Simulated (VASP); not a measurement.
# LiTc12 (a cell with a defect) in VASP: further runs

LiTc12 (a cell with a defect) is run at these levels: LDA; tasks: single point.

All numbers are computed with VASP 6.6.1; they aren't measurements. Logs are shortened: lines on timing, memory, paths and dates and some standing lists are left out, and cuts for length are marked.

### 1 The cell of the first run

The cell holds a defect, 13 atoms: a = 5.480 Å, b = 8.220 Å, c = 4.395 Å, α = 90.00°, β = 90.00°, γ = 120.00°.

### 2 Single point, LDA

The input, INCAR:

```
ALGO = Normal
EDIFF = 1E-6
ENCUT = 520
ISIF = 2
ISMEAR = -1
LASPH = True
LCHARG = False
LREAL = False
LWAVE = False
NBANDS = 92
NELM = 60
PREC = Accurate
SIGMA = 0.15
```

The input, KPOINTS:

```
k-points
0
Gamma
  2 2 2
```

The input, POSCAR:

```
LiTc12
1.0
    5.4800000000      0.0000000000      0.0000000000
   -4.1100000000      7.1187290000      0.0000000000
    0.0000000000      0.0000000000      4.3949600000
Tc Li
12 1
Direct
    0.0475226743      0.0497139307     -0.0138567814
    0.1740349991      0.2429225779      0.5186850392
   -0.0194188466      0.3314074746      0.0348353569
    0.1864193994      0.5759314619      0.4463749386
    0.0066548446      0.6587271408     -0.0564965324
    0.2172057524      0.9014811492      0.5459890420
    0.4955802138      0.0008709420      0.0416158509
    0.6971171600      0.2548910065      0.5094699383
    0.5095509603      0.3215180687      0.0099659610
    0.6674807180      0.5407285486      0.4864435626
    0.4521837414      0.6417437720     -0.0641871598
    0.7174847845      0.9072546518      0.5678777509
    0.8342988569      0.7980919066      0.2487622185
```

Potentials or basis: VASP PAW LDA potentials, release 64 (Tc_pv, Li_sv).

On the command line:

```console
> cat potpaw_LDA.64/Tc_pv/POTCAR potpaw_LDA.64/Li_sv/POTCAR > POTCAR
> mpirun -np 1 vasp_std > vasp.out
```

OUTCAR:

```text
EDIFF = 1E-6
   ENCUT = 520
   ISIF = 2
   ISMEAR = -1
   LASPH = True
   LREAL = False
   NELM = 60
   PREC = Accurate

 ion  position               nearest neighbor table
   1  0.048  0.050  0.986-  13 2.14   9 2.40  12 2.43   2 2.47   3 2.53   6 2.69   7 2.69   2 2.72
                             7 2.86  12 3.01   6 3.09   5 3.11  11 3.32
   2  0.174  0.243  0.519-   1 2.47  10 2.59   3 2.64  12 2.65   8 2.66   9 2.70   1 2.72   4 2.72
                             3 2.75   9 2.76   8 2.82   6 2.93  11 3.38
   3  0.981  0.331  0.035-   8 2.49   4 2.51   1 2.53   9 2.54  11 2.60   2 2.64   5 2.65   8 2.68
                             7 2.69   2 2.75   9 2.94   4 3.12
   4  0.186  0.576  0.446-  11 2.50   3 2.51  11 2.58   5 2.62   6 2.63   5 2.64   8 2.67  10 2.72
                             2 2.72  10 2.80  12 2.87   3 3.12
   5  0.007  0.659  0.944-  13 2.26   6 2.46  11 2.51  10 2.57   4 2.62   4 2.64   3 2.65   9 2.76
                             7 2.78  10 2.88  11 2.97   1 3.11   6 3.17
   6  0.217  0.901  0.546-  13 2.25   5 2.46   7 2.55   7 2.58   4 2.63   1 2.69  12 2.72  12 2.76
                             8 2.78   2 2.93  10 3.00   1 3.09   5 3.17
   7  0.496  0.001  0.042-   6 2.55   6 2.58   9 2.60   3 2.69   1 2.69  12 2.71   8 2.74   5 2.78
                             1 2.86  11 2.88  12 2.89   8 2.96
   8  0.697  0.255  0.509-  10 2.44   3 2.49   9 2.60   9 2.60   2 2.66   4 2.67   3 2.68   7 2.74
                             6 2.78   2 2.82  12 2.93   7 2.96
   9  0.510  0.322  0.010-   1 2.40   3 2.54   8 2.60   8 2.60   7 2.60  10 2.61   2 2.70   2 2.76
                             5 2.76  10 2.78  11 2.82   3 2.94
  10  0.667  0.541  0.486-  13 2.11   8 2.44   5 2.57   2 2.59   9 2.61  11 2.64   4 2.72   9 2.78
                             4 2.80   5 2.88  12 2.91  11 2.99   6 3.00
  11  0.452  0.642  0.936-  13 2.29   4 2.50  12 2.51   5 2.51   4 2.58   3 2.60  10 2.64   9 2.82
                             7 2.88   5 2.97  10 2.99   1 3.32  12 3.38   2 3.38
  12  0.717  0.907  0.568-  13 1.94   1 2.43  11 2.51   2 2.65   7 2.71   6 2.72   6 2.76   4 2.87
                             7 2.89  10 2.91   8 2.93   1 3.01  11 3.38
  13  0.834  0.798  0.249-  12 1.94  10 2.11   1 2.14   6 2.25   5 2.26  11 2.29

  LATTYP: Found a simple monoclinic cell.
 ALAT       =     5.4800000000
 B/A-ratio  =     0.8020000000
 C/A-ratio  =     1.3228756879
 COS(beta)  =    -0.1889822319

  Lattice vectors:

 A1 = (   5.4800000000,   0.0000000000,   0.0000000000)
 A2 = (   0.0000000000,   0.0000000000,   4.3949600000)
 A3 = (  -1.3700000000,  -7.1187290000,   0.0000000000)

Analysis of symmetry for initial positions (statically):
=====================================================================
 Subroutine PRICEL returns:
 Original cell was already a primitive cell.

[... 145 lines left out ...]
     AMIX     =   0.40;   BMIX     =  1.00
     AMIX_MAG =   1.60;   BMIX_MAG =  1.00
  volume/ion in A,a.u.               =      13.19        89.00
  Fermi-wavevector in a.u.,A,eV,Ry     =   1.596472  3.016894 34.677466  2.548722
  Thomas-Fermi vector in A             =   2.694229
   LORBIT       =      0    0 simple, 1 ext, 2 COOP (PROOUT), +10 PAW based schemes
   GGA     = CA    functional components
   LHFCALC =     F    Hartree Fock is set to
   AEXX    =    0.0000 exact exchange contribution
   IVDW    =     0    specifies the selected vdW correction
   LEPSILON=     F    determine dielectric tensor
   LRPA    =     F    only Hartree local field effects (RPA)
 non-spin polarized calculation
  energy-cutoff  :      520.00
  volume of cell :      171.45
 maximum number of plane-waves:      4640
 NGX is ok and might be reduce to    42
   NGX = 21   NGY = 31   NGZ = 17

 number of electron     158.9999997 magnetization

 Free energy of the ion-electron system (eV)
  ---------------------------------------------------
  ext. energy  EPLUGINS =         0.00000000
  ---------------------------------------------------
  free energy    TOTEN  =      -138.23606368 eV

  energy without entropy =     -137.32526589  energy(sigma->0) =     -137.78066478

 E-fermi :  13.0260     XC(G=0): -14.0967

 val. band max:       12.9988957361   @ k =   0.5000   0.5000   0.0000
 cond. band min:      13.0416168168   @ k =   0.0000   0.5000   0.0000
 fundamental gap:      0.0427210807
 Fermi energy:        13.0260446050

 k-point     1 :       0.0000    0.0000    0.0000
  band No.  band energies     occupation
      1     -31.6336      2.00000
      2     -26.5486      2.00000
      3     -26.4387      2.00000
      4     -26.3510      2.00000
      5     -26.2724      2.00000
      6     -26.1955      2.00000
[... 741 lines left out ...]
     90      15.1411      0.00000
     91      15.3715      0.00000
 [bands above 91 left out]

------------------------ aborting loop because EDIFF is reached ----------------------------------------

  FORCE on cell =-STRESS in cart. coord.  units (eV):
  Direction    XX          YY          ZZ          XY          YZ          ZX
  --------------------------------------------------------------------------------------
  -------------------------------------------------------------------------------------
  Total       14.5405578     10.7466947     14.5550494      1.7752027      1.5356036     -1.3088638
  in kB      135.8794266    100.4263199    136.0148479     16.5890142     14.3499949    -12.2311441
  external PRESSURE =     124.1068648 kB  Pullay stress =       0.0000000 kB

 VOLUME and BASIS-vectors are now :
 -----------------------------------------------------------------------------
  energy-cutoff  :      520.00
  volume of cell :      171.45
      direct lattice vectors                 reciprocal lattice vectors
     5.480000000  0.000000000  0.000000000     0.182481752  0.105355886  0.000000000
    -4.110000000  7.118729000  0.000000000     0.000000000  0.140474514  0.000000000
     0.000000000  0.000000000  4.394960000     0.000000000  0.000000000  0.227533356

 POSITION                                       TOTAL-FORCE (eV/Angst)
 -----------------------------------------------------------------------------------
      0.05610      0.35390      4.33406        -0.025326     -1.057243      0.326689
     -0.04470      1.72930      2.27960         0.516580      0.017078     -0.525369
      4.01150      2.35920      0.15310         1.080870     -0.283173     -1.081516
     -1.34550      4.09990      1.96180         0.097438      0.349610      0.465470
     -2.67090      4.68930      4.14666        -0.494510     -0.383422      0.725912
     -2.51480      6.41740      2.39960        -0.340580      1.459941     -0.601299
      2.71220      0.00620      0.18290         1.299120     -1.248835     -0.333779
      2.77260      1.81450      2.23910         0.226893     -1.822382      0.467092
      1.47090      2.28880      0.04380        -0.345060      2.077113      0.471036
      1.43540      3.84930      2.13790        -0.570577      0.023916      0.481462
     -0.15960      4.56840      4.11286         1.171691      0.558018      0.507271
      0.20300      6.45850      2.49580        -3.264291      0.860319      1.226198
      1.29180      5.68140      1.09330         0.647753     -0.550941     -2.129166
 -----------------------------------------------------------------------------------
    total drift:                               -0.000207     -0.000118     -0.000050

  FREE ENERGIE OF THE ION-ELECTRON SYSTEM (eV)
  ---------------------------------------------------
  free  energy   TOTEN  =      -138.2360636802 eV

  energy  without entropy=     -137.3252658871  energy(sigma->0) =     -137.78066478
```

Run time: 3.3 min. Hardware: 1 thread of Intel Xeon Platinum 8488C (Sapphire Rapids), shared host; peak memory 0.28 GiB.

What came out:

```yaml
Free_energy: -138.2361 eV
Largest_force: 3.592 eV/Å
Band_gap_on_the_k_mesh: zero (an odd number of electrons rules out a gap without spin polarisation)
```

Forces on the atoms (eV/Å):
```
Tc  -0.025 -1.057  0.327
Tc   0.517  0.017 -0.525
Tc   1.081 -0.283 -1.082
Tc   0.097  0.350  0.465
Tc  -0.495 -0.383  0.726
Tc  -0.341  1.460 -0.601
Tc   1.299 -1.249 -0.334
Tc   0.227 -1.822  0.467
Tc  -0.345  2.077  0.471
Tc  -0.571  0.024  0.481
Tc   1.172  0.558  0.507
Tc  -3.264  0.860  1.226
Li   0.648 -0.551 -2.129
```

Levels at points of the mesh, in eV from the Fermi level:
| k point | band 76 | band 77 | band 78 | band 79 | band 80 | band 81 | band 82 | band 83 | band 84 | band 85 |
| --- | --- | --- | --- | --- | --- | --- | --- | --- | --- | --- |
| (0.00, 0.00, 0.00) | -0.66 | -0.51 | -0.40 | -0.04 | 0.14 | 0.28 | 0.56 | 0.71 | 0.76 | 1.13 |
| (0.50, 0.00, 0.00) | -0.70 | -0.47 | -0.30 | -0.20 | -0.09 | 0.17 | 0.27 | 0.34 | 0.44 | 0.82 |
| (0.00, 0.50, 0.00) | -0.65 | -0.61 | -0.45 | -0.34 | -0.11 | -0.06 | 0.02 | 0.36 | 0.45 | 0.70 |
| (0.50, 0.50, 0.00) | -0.67 | -0.45 | -0.39 | -0.28 | -0.22 | -0.03 | 0.20 | 0.26 | 0.38 | 0.63 |
| (0.00, 0.00, 0.50) | -0.29 | -0.11 | 0.02 | 0.08 | 0.29 | 0.37 | 0.78 | 0.94 | 1.00 | 1.20 |
| (0.50, 0.00, 0.50) | -0.76 | -0.56 | -0.39 | -0.34 | -0.25 | 0.07 | 0.19 | 0.34 | 0.63 | 0.68 |
| (0.00, 0.50, 0.50) | -0.31 | -0.15 | 0.12 | 0.17 | 0.44 | 0.52 | 0.68 | 1.00 | 1.10 | 1.28 |
| (0.50, 0.50, 0.50) | -0.93 | -0.75 | -0.61 | -0.42 | -0.27 | -0.19 | 0.16 | 0.26 | 0.46 | 0.75 |

Caveat: the k points lie up to 0.71 Å⁻¹ apart, too coarse for converged energies and pressures of a metal; the cutoff is under 1.25 times the usual one of these potentials, so pressure, stress and relaxed cells hold a basis-set (Pulay) error; the atoms stand as in a frame of molecular dynamics.

### 3 Single point, LDA

The input, INCAR:

```
SYSTEM = LiTc12
PREC = Accurate
ENCUT = 520
EDIFF = 1E-6
ISMEAR = -1
SIGMA = 0.15
LREAL = .FALSE.
LASPH = .TRUE.
NELM = 100
ALGO = Normal
ISIF = 2
LWAVE = .FALSE.
LCHARG = .FALSE.
NBANDS = 92
```

The input, KPOINTS:

```
regular mesh
0
G
  2 2 2
  0 0 0
```

The input, POSCAR:

```
LiTc12
1.0
    5.4800000000      0.0000000000      0.0000000000
   -4.1100000000      7.1187290000      0.0000000000
    0.0000000000      0.0000000000      4.3949600000
Tc Li
12 1
Direct
    0.0152251560      0.0275751472     -0.0554726323
    0.1540824075      0.2334967380      0.5012332308
    0.0035996411      0.3411985482      0.0017975135
    0.1741120766      0.5626847152      0.5063982380
    0.0439008721      0.6728167346     -0.0270764694
    0.2289994517      0.9137024320      0.5421209749
    0.4901897347     -0.0021071177      0.0063026740
    0.6952142177      0.2582904898      0.5017793108
    0.5277672175      0.3183854871      0.0203414821
    0.6565908390      0.5395907050      0.5486056756
    0.4948669975      0.6659053884     -0.0190445419
    0.6660757156      0.8975900052      0.4973196571
    0.8509792237      0.7705027119      0.2837340954
```

Potentials or basis: VASP PAW LDA potentials, release 64 (Tc_pv, Li_sv).

On the command line:

```console
> cat potpaw_LDA.64/Tc_pv/POTCAR potpaw_LDA.64/Li_sv/POTCAR > POTCAR
> mpirun -np 1 vasp_std > vasp.out
```

Run time: 3.4 min. Hardware: 1 thread of Intel Xeon Platinum 8488C (Sapphire Rapids), shared host; peak memory 0.28 GiB.

It converged, with:

| Property | Result |
| --- | --- |
| Free energy | -138.3776 eV |
| Largest force | 2.508 eV/Å |
| Band gap on the k mesh | zero (an odd number of electrons rules out a gap without spin polarisation) |

Forces in eV/Å, atoms in the order of the input:
```
Tc   0.398 -0.441  1.295
Tc   1.616 -0.240 -0.540
Tc   0.629 -0.502 -0.135
Tc   0.306  0.820 -0.506
Tc  -1.145 -1.015 -0.171
Tc  -0.740  0.406 -0.898
Tc   1.388  0.207  0.036
Tc   0.058 -1.851  0.518
Tc  -2.148  1.217 -0.443
Tc  -0.291 -0.635  1.049
Tc   0.178  0.070 -0.464
Tc  -1.405  1.008  1.776
Li   1.157  0.957 -1.516
```

Levels at points of the mesh, in eV from the Fermi level:
```csv
k point,band 78,band 79,band 80,band 81,band 82,band 83
"(0.00, 0.00, 0.00)",-0.37,-0.27,0.06,0.39,1.00,1.16
"(0.50, 0.00, 0.00)",-0.32,-0.20,-0.15,0.03,0.14,0.42
"(0.00, 0.50, 0.00)",-0.36,-0.29,-0.28,-0.13,0.04,0.24
"(0.50, 0.50, 0.00)",-0.49,-0.31,-0.20,-0.07,0.11,0.21
"(0.00, 0.00, 0.50)",-0.04,0.08,0.36,0.55,0.62,0.88
"(0.50, 0.00, 0.50)",-0.23,-0.21,-0.11,0.16,0.23,0.34
"(0.00, 0.50, 0.50)",0.22,0.31,0.56,0.62,1.06,1.20
"(0.50, 0.50, 0.50)",-0.56,-0.39,-0.30,-0.17,-0.06,0.04
```

Caveat: the k points lie up to 0.71 Å⁻¹ apart, too coarse for converged energies and pressures of a metal; the cutoff is under 1.25 times the usual one of these potentials, so pressure, stress and relaxed cells hold a basis-set (Pulay) error; the atoms stand as in a frame of molecular dynamics.
